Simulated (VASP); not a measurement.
# AlAs: electric field gradients with PBEsol

Crystal: AlAs.

```
Al As
1.0
     0.00000    2.85870    2.83040
     2.85870    0.00000    2.83040
     2.85870    2.85870    0.00000
Al As
1 1
Cartesian
  0.0000 0.0000 0.0000
  4.2881 4.2881 4.2456
```

This cell differs from its parent crystal: equal xx and yy strain of +1 %.

```json
{"Program": "VASP 6.6.1", "Task": "electric field gradients", "Functional": "PBEsol", "Potentials or basis": "VASP PAW PBE potentials, release 64 (Al, As)", "Cutoff": "400 eV", "k mesh": "11 × 11 × 11", "Occupations": "fermi-dirac, width 0.05 eV", "Spin": "no spin polarisation", "Dipole correction": "no", "Further INCAR settings": "ALGO = Normal; EDIFF = 1e-08; NBANDS = 11"}
```

* Pressure: -0.6 GPa
* Band gap on the k mesh: 1.34 eV (least direct gap 1.79 eV)
* Largest electric field gradient by atom: Al +0.7; As -2.4 V/Å²

Stress tensor (GPa, compression positive):
```
-0.82  0.00  0.00
 0.00 -0.82  0.00
 0.00  0.00 -0.30
```

Levels at points of the mesh, in eV from the valence-band top:
| k point | band 1 | band 2 | band 3 | band 4 | band 5 | band 6 | band 7 | band 8 |
| --- | --- | --- | --- | --- | --- | --- | --- | --- |
| (0.00, 0.00, 0.00) | -11.81 | -0.05 | -0.05 | 0.00 | 1.79 | 4.19 | 4.20 | 4.20 |

Electric field gradients, principal values (V/Å²):
| atom | least | middle | greatest (by size) |
| --- | --- | --- | --- |
| 1 Al | -0.360 | -0.360 | 0.720 |
| 2 As | 1.198 | 1.198 | -2.396 |

Run time: 84 s on 1 thread of Intel Xeon 8259CL, with other jobs on the host, peak memory 0.19 GiB.

Caveat: the cell differs from its parent crystal (equal xx and yy strain of +1 %); without QUAD_EFG the Cq values of the log hold for a quadrupole moment of 1 mb, not for the nuclei; the PAW data sets were made with another functional, which shifts forces and pressure a little; an odd mesh through Γ misses points on the zone boundary, where band edges can lie.
